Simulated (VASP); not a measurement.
Set up this calculation in VASP 6.6.1, as the native input.

| Item | Value |
| --- | --- |
| Task | G0W0 quasiparticle levels |
| Functional | PBE |
| Potentials or basis | VASP PAW PBE potentials, release 64 (Al_GW, N_GW) |
| Cutoff | 500 eV |
| k mesh | 6 × 6 × 6 |
| Occupations | gaussian, width 0.01 eV |
| Spin | no spin polarisation |
| Dipole correction | no |
| GW scheme | G0W0 |
| GW iterations | 1 |
| Cutoff of the response function | 120 |
| Frequency points | 96 |
| Empty bands | 62 |
| Further INCAR settings | ALGO = EVGW0; EDIFF = 1e-08; NBANDS = 66 |

The system is AlN.

```xyz
2
Lattice="0.0000 2.1849 2.1849 2.1849 0.0000 2.1849 2.1849 2.1849 0.0000" Properties=species:S:1:pos:R:3 pbc="T T T"
Al    0.0000    0.0000    0.0000
N     1.0924    1.0924    1.0924
```

The input as run:

POSCAR

```
AlN
1.0
    0.0000000000      2.1848764218      2.1848764218
    2.1848764218      0.0000000000      2.1848764218
    2.1848764218      2.1848764218      0.0000000000
Al N
1 1
Direct
    0.0000000000      0.0000000000      0.0000000000
    0.2500000000      0.2500000000      0.2500000000
```

INCAR.step1

```
SYSTEM = AlN
PREC = Accurate
ENCUT = 500
EDIFF = 1E-8
ISMEAR = 0
SIGMA = 0.01
LREAL = .False.
LASPH = .True.
NELM = 100
ALGO = Normal
LWAVE = .True.
LCHARG = .False.
GGA = PE
```

INCAR.step2

```
SYSTEM = AlN
PREC = Accurate
ENCUT = 500
EDIFF = 1E-8
ISMEAR = 0
SIGMA = 0.01
LREAL = .False.
LASPH = .True.
NELM = 1
ALGO = Exact
LWAVE = .True.
LCHARG = .False.
GGA = PE
NBANDS = 66
LOPTICS = .True.
ISTART = 1
```

INCAR.step3

```
SYSTEM = AlN
PREC = Accurate
ENCUT = 500
EDIFF = 1E-8
ISMEAR = 0
SIGMA = 0.01
LREAL = .False.
LASPH = .True.
ALGO = EVGW0
LWAVE = .False.
LCHARG = .False.
GGA = PE
NELMGW = 1
NBANDS = 66
ENCUTGW = 120.0
NOMEGA = 96
PRECFOCK = Fast
ISTART = 1
NBANDSGW = 12
OMEGAMAX = 20
```

KPOINTS

```
Automatic mesh
0
Gamma
  6 6 6
  0 0 0
```

Potentials or basis: VASP PAW PBE potentials, release 64 (Al_GW, N_GW).

The run is started by

```sh
$ cat potpaw_PBE.64/Al_GW/POTCAR potpaw_PBE.64/N_GW/POTCAR > POTCAR
$ cp INCAR.step1 INCAR
$ mpirun -np 1 vasp_std > vasp.out
$ cp INCAR.step2 INCAR
$ mpirun -np 1 vasp_std > vasp.out
$ cp INCAR.step3 INCAR
$ mpirun -np 1 vasp_std > vasp.out
```

It gave:

The quasiparticle gap is 4.53 eV. The least direct quasiparticle gap is 5.70 eV. The band gap of the starting levels on the mesh is 3.31 eV and the least direct gap of the starting levels on the mesh is 4.18 eV.

Caveat: the k points lie up to 0.42 Å⁻¹ apart; bands, screening cutoff and mesh are small and nothing is extrapolated, so the quasiparticle values aren't converged; the structure was generated, so it needn't be the stable form of AlN.

It took 2.8 min on 1 thread of Intel(R) Xeon(R) Platinum 8259CL CPU @ 2.50GHz (Skylake/Cascade Lake), on a shared host, peak memory 0.32 GiB.
